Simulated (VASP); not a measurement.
# Ga4TeAs (P4/mmm) in VASP: a series of runs

The runs below take Ga4TeAs through single point, relaxation of cell and atoms, with PBE.

Program: VASP 6.6.1. These are calculated values, not measurements. Logs are shortened: lines on timing, memory, paths and dates and some standing lists are left out, and cuts for length are marked.

### Step 1. The cell of the first run

Symmetry: P4/mmm, No. 123, tetragonal system. Conventional cell: a = 4.028 Å, b = 4.028 Å, c = 6.823 Å, α = 90.00°, β = 90.00°, γ = 90.00°. Within 1.9 Å of Ga (site symmetry 4mm) lie 1 Ga at 1.43 Å. Ga (site symmetry 4mm) has 1 Ga at 1.43 Å within 1.9 Å. Te (site symmetry 4/mmm) has 10 Ga at 2.69 to 2.94 Å within 3.6 Å. Within 3.6 Å of As (site symmetry 4/mmm) lie 10 Ga at 2.70 to 2.94 Å.

### Step 2. Single point, PBE

File INCAR:

```
SYSTEM = Ga4TeAs
ALGO     = Normal         ! electronic algorithm
EDIFF    = 1E-7           ! SCF threshold, eV
ENCUT    = 520            ! plane-wave cutoff, eV
GGA      = PE             ! functional
ISIF     = 2              ! what is computed and relaxed
ISMEAR   = 0              ! smearing method
LASPH    = .True.         ! aspherical terms in the spheres
LCHARG   = .True.         ! write CHGCAR
LELF     = .True.         ! ELF
LREAL    = .False.        ! projectors in reciprocal space
LVHAR    = .True.       
LWAVE    = .False.        ! write WAVECAR
NBANDS   = 40             ! bands
NELM     = 60             ! most SCF steps
PREC     = Accurate       ! precision mode
SIGMA    = 0.1            ! smearing width, eV
```

File KPOINTS:

```
k-points
0
Gamma
  4 4 4
  0 0 0
```

File POSCAR:

```
Ga4TeAs
1.0
    4.0284803600      0.0000000000      0.0000000000
    0.0000000000      4.0284803600      0.0000000000
    0.0000000000      0.0000000000      6.8228947100
Ga Te As
4 1 1
Direct
    0.0000000000      0.0000000000      0.6049659800
    0.5000000000      0.5000000000      0.1051210000
    0.5000000000      0.5000000000      0.8948790000
    0.0000000000      0.0000000000      0.3950340200
    0.5000000000      0.5000000000      0.5000000000
    0.0000000000      0.0000000000      0.0000000000
```

Potentials or basis: VASP PAW PBE potentials, release 64 (Ga_d, Te, As).

Command:

```sh
cat potpaw_PBE.64/Ga_d/POTCAR potpaw_PBE.64/Te/POTCAR potpaw_PBE.64/As/POTCAR > POTCAR
mpirun -np 1 vasp_std > vasp.out
```

OUTCAR:

```text
SYSTEM = Ga4TeAs
   EDIFF = 1E-7
   ENCUT = 520
   GGA = PE
   ISIF = 2
   ISMEAR = 0
   LASPH = .True.
   LREAL = .False.
   NELM = 60
   PREC = Accurate

 ion  position               nearest neighbor table
   1  0.000  0.000  0.605-   4 1.43   6 2.70   5 2.94   5 2.94   5 2.94   5 2.94
   2  0.500  0.500  0.105-   3 1.43   5 2.69
   3  0.500  0.500  0.895-   2 1.43   5 2.69
   4  0.000  0.000  0.395-   1 1.43   6 2.70   5 2.94   5 2.94   5 2.94   5 2.94
   5  0.500  0.500  0.500-   2 2.69   3 2.69   1 2.94   4 2.94   1 2.94   4 2.94   1 2.94   4 2.94
                             1 2.94   4 2.94
   6  0.000  0.000  0.000-   1 2.70   4 2.70

 -----------------------------------------------------------------------------
|                                                                             |
|           W    W    AA    RRRRR   N    N  II  N    N   GGGG   !!!           |
|           W    W   A  A   R    R  NN   N  II  NN   N  G    G  !!!           |
|           W    W  A    A  R    R  N N  N  II  N N  N  G       !!!           |
|           W WW W  AAAAAA  RRRRR   N  N N  II  N  N N  G  GGG   !            |
|           WW  WW  A    A  R   R   N   NN  II  N   NN  G    G                |
|           W    W  A    A  R    R  N    N  II  N    N   GGGG   !!!           |
|                                                                             |
|     The distance between some ions is very small. Please check the          |
|     nearest-neighbor list in the OUTCAR file.                               |
|     I HOPE YOU KNOW WHAT YOU ARE DOING!                                     |
|                                                                             |
 -----------------------------------------------------------------------------

  LATTYP: Found a simple tetragonal cell.
 ALAT       =     4.0284803600
 C/A-ratio  =     1.6936646329

  Lattice vectors:

 A1 = (   4.0284803600,   0.0000000000,   0.0000000000)
 A2 = (   0.0000000000,   4.0284803600,   0.0000000000)
 A3 = (   0.0000000000,   0.0000000000,   6.8228947100)

Analysis of symmetry for initial positions (statically):
=====================================================================
 Subroutine PRICEL returns:
 Original cell was already a primitive cell.

 Routine SETGRP: Setting up the symmetry group for a
 simple tetragonal supercell.

 Subroutine GETGRP returns: Found 16 space group operations
 (whereof 16 operations were pure point group operations)
 out of a pool of 16 trial point group operations.

The static configuration has the point symmetry D_4h.

Analysis of symmetry for dynamics (positions and initial velocities):
=====================================================================
 Subroutine PRICEL returns:
 Original cell was already a primitive cell.

 Routine SETGRP: Setting up the symmetry group for a
 simple tetragonal supercell.

 Subroutine GETGRP returns: Found 16 space group operations
 (whereof 16 operations were pure point group operations)
 out of a pool of 16 trial point group operations.

The dynamic configuration has the point symmetry D_4h.

 Subroutine INISYM returns: Found 16 space group operations
 (whereof 16 operations are pure point group operations),
 and found     1 'primitive' translations

----------------------------------------------------------------------------------------

                                     Primitive cell

  volume of cell :     110.7264

  direct lattice vectors                    reciprocal lattice vectors
     4.028480360  0.000000000  0.000000000     0.248232562  0.000000000  0.000000000
     0.000000000  4.028480360  0.000000000     0.000000000  0.248232562  0.000000000
     0.000000000  0.000000000  6.822894710     0.000000000  0.000000000  0.146565357

  length of vectors
     4.028480360  4.028480360  6.822894710     0.248232562  0.248232562  0.146565357

  position of ions in fractional coordinates (direct lattice)
     0.000000000  0.000000000  0.604965980
     0.500000000  0.500000000  0.105121000
     0.500000000  0.500000000  0.894879000
     0.000000000  0.000000000  0.395034020
     0.500000000  0.500000000  0.500000000
     0.000000000  0.000000000  0.000000000

  ion indices of the primitive-cell ions
   primitive index   ion index
                 1           1
                 2           2
                 3           3
                 4           4
                 5           5
                 6           6

----------------------------------------------------------------------------------------

 KPOINTS: k-points

Automatic generation of k-mesh.
 Grid dimensions read from file:
 generate k-points for:    4    4    4

 Generating k-lattice:

  Cartesian coordinates                     Fractional coordinates (reciprocal lattice)
     0.062058140  0.000000000  0.000000000     0.250000000  0.000000000  0.000000000
     0.000000000  0.062058140  0.000000000     0.000000000  0.250000000  0.000000000
     0.000000000  0.000000000  0.036641339     0.000000000  0.000000000  0.250000000

  Length of vectors
     0.062058140  0.062058140  0.036641339

  Shift w.r.t. Gamma in fractional coordinates (k-lattice)
     0.000000000  0.000000000  0.000000000

 Subroutine IBZKPT returns following result:
 ===========================================

 Found     18 irreducible k-points:

 Following reciprocal coordinates:
            Coordinates               Weight
  0.000000  0.000000  0.000000      1.000000
  0.250000  0.000000  0.000000      4.000000
  0.500000  0.000000  0.000000      2.000000
  0.250000  0.250000  0.000000      4.000000
  0.500000  0.250000  0.000000      4.000000
  0.500000  0.500000  0.000000      1.000000
[... 10 lines left out ...]
  0.500000  0.250000  0.500000      4.000000
  0.500000  0.500000  0.500000      1.000000
   k-points           NKPTS =     18   k-points in BZ     NKDIM =     18   number of bands    NBANDS=     40
   number of dos      NEDOS =    301   number of ions     NIONS =      6
   total plane-waves  NPLWV =  48600
   dimension x,y,z NGX =    30 NGY =   30 NGZ =   54
   dimension x,y,z NGXF=    60 NGYF=   60 NGZF=  108
   ions per type =               4   1   1
   NGX,Y,Z   is equivalent  to a cutoff of  12.38, 12.38, 13.16 a.u.
   NGXF,Y,Z  is equivalent  to a cutoff of  24.76, 24.76, 26.32 a.u.
 SYSTEM =  Ga4TeAs
   PREC   = accura    normal or accurate (medium, high low for compatibility)
   ISTART =      0    job   : 0-new  1-cont  2-samecut
   ICHARG =      2    charge: 1-file 2-atom 10-const
   ISPIN  =      1    spin polarized calculation?
   LNONCOLLINEAR =      F non collinear calculations
   LSORBIT =      F    spin-orbit coupling
   LASPH  =      T    aspherical Exc in radial PAW
   ENCUT  =  520.0 eV  38.22 Ry    6.18 a.u.   7.49  7.49 12.69*2*pi/ulx,y,z
   NELM   =     60;   NELMIN=  2; NELMDL= -5     # of ELM steps
   EDIFF  = 0.1E-06   stopping-criterion for ELM
   LREAL  =      F    real-space projection
   EDIFFG = 0.1E-05   stopping-criterion for IOM
   NSW    =      0    number of steps for IOM
   IBRION =     -1    ionic relax: 0-MD 1-quasi-New 2-CG
   NFREE  =      0    steps in history (QN), initial steepest desc. (CG)
   ISIF   =      2    stress and relaxation
   ISYM   =      2    0-nonsym 1-usesym 2-fastsym
   POTIM  = 0.5000    time-step for ionic-motion
   TEBEG  =    0.0;   TEEND  =   0.0 temperature during run
   PSTRESS=    0.0 pullay stress
   NELECT =      63.0000    total number of electrons
   NUPDOWN=      -1.0000    fix difference up-down
   EMIN   =  10.00;   EMAX   =-10.00  energy-range for DOS
   EFERMI =   0.00;   METHOD = LEGACY
   ISMEAR =     0;   SIGMA  =   0.10  broadening in eV -4-tet -1-fermi 0-gaus
   EFERMI_NEDOS =   21; number of points for ismear=-14 and -15
   IALGO  =     38    algorithm
   IMIX   =      4    mixing-type and parameters
     AMIX     =   0.40;   BMIX     =  1.00
     AMIX_MAG =   1.60;   BMIX_MAG =  1.00
  volume/ion in A,a.u.               =      18.45       124.54
  Fermi-wavevector in a.u.,A,eV,Ry     =   1.356557  2.563520 25.038069  1.840246
  Thomas-Fermi vector in A             =   2.483550
   LORBIT       =      0    0 simple, 1 ext, 2 COOP (PROOUT), +10 PAW based schemes
   GGA     = PE    functional components
   LHFCALC =     F    Hartree Fock is set to
   AEXX    =    0.0000 exact exchange contribution
   IVDW    =     0    specifies the selected vdW correction
   LEPSILON=     F    determine dielectric tensor
   LRPA    =     F    only Hartree local field effects (RPA)
 non-spin polarized calculation
 Gauss-broadening in eV      SIGMA  =   0.10
  energy-cutoff  :      520.00
  volume of cell :      110.73
 maximum number of plane-waves:      3002
 NGX is ok and might be reduce to    30
   NGX = 15   NGY = 15   NGZ = 25

 number of electron      63.0000021 magnetization

 Free energy of the ion-electron system (eV)
  ---------------------------------------------------
  ext. energy  EPLUGINS =         0.00000000
  ---------------------------------------------------
  free energy    TOTEN  =        13.10037453 eV

  energy without entropy =       13.11091097  energy(sigma->0) =       13.10564275

 E-fermi :   7.7582     XC(G=0): -10.9846

 val. band max:        7.7448489947   @ k =   0.2500   0.2500   0.0000
 cond. band min:       7.8126491245   @ k =   0.5000   0.5000   0.2500
 fundamental gap:      0.0678001298
 Fermi energy:         7.7581770951

 k-point     1 :       0.0000    0.0000    0.0000
  band No.  band energies     occupation
      1     -13.3269      2.00000
      2     -12.9824      2.00000
      3     -12.5145      2.00000
      4     -12.5145      2.00000
      5     -12.0933      2.00000
      6     -12.0933      2.00000
[... 32 lines left out ...]
     39      12.4941      0.00000
     40      12.4941      0.00000

 k-point     2 :       0.2500    0.0000    0.0000
  band No.  band energies     occupation
      1     -13.3264      2.00000
      2     -12.9820      2.00000
      3     -12.5236      2.00000
      4     -12.5125      2.00000
      5     -12.0998      2.00000
      6     -12.0924      2.00000
[... 681 lines left out ...]
  band No.  band energies     occupation
      1     -13.3233      2.00000
      2     -12.9765      2.00000
      3     -12.5253      2.00000
      4     -12.5253      2.00000
      5     -12.1015      2.00000
      6     -12.1015      2.00000
[... 32 lines left out ...]
     39      14.1179      0.00000
     40      14.1179      0.00000

------------------------ aborting loop because EDIFF is reached ----------------------------------------

  FORCE on cell =-STRESS in cart. coord.  units (eV):
  Direction    XX          YY          ZZ          XY          YZ          ZX
  --------------------------------------------------------------------------------------
  -------------------------------------------------------------------------------------
  Total        7.1616364      7.1616364    160.6994438      0.0000000     -0.0000000     -0.0000000
  in kB      103.6267029    103.6267029   2325.2721250      0.0000000     -0.0000000     -0.0000000
  external PRESSURE =     844.1751769 kB  Pullay stress =       0.0000000 kB

 VOLUME and BASIS-vectors are now :
 -----------------------------------------------------------------------------
  energy-cutoff  :      520.00
  volume of cell :      110.73
      direct lattice vectors                 reciprocal lattice vectors
     4.028480360  0.000000000  0.000000000     0.248232562  0.000000000  0.000000000
     0.000000000  4.028480360  0.000000000     0.000000000  0.248232562  0.000000000
     0.000000000  0.000000000  6.822894710     0.000000000  0.000000000  0.146565357

 POSITION                                       TOTAL-FORCE (eV/Angst)
 -----------------------------------------------------------------------------------
      0.00000      0.00000      4.12762        -0.000000      0.000000     54.155973
      2.01424      2.01424      0.71723         0.000000      0.000000     51.476084
      2.01424      2.01424      6.10567         0.000000      0.000000    -51.476084
      0.00000      0.00000      2.69528        -0.000000     -0.000000    -54.155973
      2.01424      2.01424      3.41145        -0.000000      0.000000      0.000000
      0.00000      0.00000      0.00000        -0.000000      0.000000      0.000000
 -----------------------------------------------------------------------------------
    total drift:                                0.000000      0.000000      0.000000

  FREE ENERGIE OF THE ION-ELECTRON SYSTEM (eV)
  ---------------------------------------------------
  free  energy   TOTEN  =        13.1003745258 eV

  energy  without entropy=       13.1109109742  energy(sigma->0) =       13.10564275
```

It took 62 s on 1 thread of Intel Xeon 6975P-C (Granite Rapids), shared host; peak memory 0.24 GiB.

Results:

```yaml
Free_energy: 13.1004 eV
Pressure: 84.4 GPa
Largest_force: 54.156 eV/Å
```

Forces on the atoms (eV/Å):
```
Ga    0.000   0.000  54.156
Ga    0.000   0.000  51.476
Ga    0.000   0.000 -51.476
Ga    0.000   0.000 -54.156
Te    0.000   0.000   0.000
As    0.000   0.000   0.000
```

Caveat: the k points lie up to 0.39 Å⁻¹ apart; spin-orbit coupling is left out, which moves the levels of the heavy elements; forces of over 1 eV/Å act on the atoms, so gaps and moduli don't describe the material at rest.

### Step 3. Single point, PBE

This run uses another cell than the first one, of 23.04 Å³/atom, 1.249 times its volume.

File INCAR:

```
PREC = Accurate ; ENCUT = 520
EDIFF = 1E-6 ; ISMEAR = 0
SIGMA = 0.1 ; LREAL = False
LASPH = True ; NELM = 100
ALGO = Normal ; ISIF = 2
LWAVE = False ; LCHARG = True
GGA = PE ; LELF = True
LVHAR = True ; NBANDS = 40
```

File KPOINTS:

```
regular mesh
0
Gamma
  4 4 4
```

File POSCAR:

```
Ga4TeAs
1.0
    4.0241347700      0.0000000000      0.0000000000
    0.0000000000      4.0241347700      0.0000000000
    0.0000000000      0.0000000000      8.5379723935
Ga Te As
4 1 1
Direct
    0.0000000000      0.0000000000      0.6710050425
    0.5000000000      0.5000000000      0.1507042808
    0.5000000000      0.5000000000      0.8492957192
    0.0000000000      0.0000000000      0.3289949575
    0.5000000000      0.5000000000      0.5000000000
    0.0000000000      0.0000000000      0.0000000000
```

Potentials or basis: VASP PAW PBE potentials, release 64 (Ga_d, Te, As).

Command:

```sh
cat potpaw_PBE.64/Ga_d/POTCAR potpaw_PBE.64/Te/POTCAR potpaw_PBE.64/As/POTCAR > POTCAR
mpirun -np 1 vasp_std > vasp.out
```

Run time: 62 s. Hardware: 1 thread of Intel Xeon 6975P-C (Granite Rapids), shared host; peak memory 0.28 GiB.

The run converged. Its results:

| Property | Result |
| --- | --- |
| Free energy | -18.7470 eV |
| Pressure | 0.0 GPa |
| Largest force | 0.027 eV/Å |

Forces on the atoms (eV/Å):
```
Ga   0.000  0.000  0.027
Ga   0.000  0.000  0.002
Ga   0.000  0.000 -0.002
Ga   0.000  0.000 -0.027
Te   0.000  0.000  0.000
As   0.000  0.000  0.000
```

Levels at points of the mesh, in eV from the Fermi level:
```tsv
k point	band 28	band 29	band 30	band 31	band 32	band 33	band 34	band 35	band 36	band 37
(0.00, 0.00, 0.00)	-2.23	-1.29	-0.99	-0.99	-0.80	1.56	1.56	2.56	3.37	4.33
(0.50, 0.00, 0.00)	-0.82	-0.75	-0.60	-0.55	-0.11	1.19	1.21	2.36	2.51	3.01
(0.50, 0.50, 0.00)	-4.75	-3.33	-3.33	-1.45	-1.45	0.09	0.30	1.10	1.34	3.21
(0.00, 0.00, 0.50)	-2.00	-1.47	-1.47	-0.34	0.06	2.38	3.03	3.03	3.04	3.04
(0.50, 0.00, 0.50)	-3.76	-0.80	-0.07	1.11	1.29	1.73	1.95	2.07	2.12	3.16
(0.50, 0.50, 0.50)	-3.99	-3.28	-3.05	-2.86	-2.20	0.38	0.38	0.39	0.39	4.21
```

Caveat: the k points lie up to 0.39 Å⁻¹ apart; spin-orbit coupling is left out, which moves the levels of the heavy elements.

(Continued in part 2 of 2.)
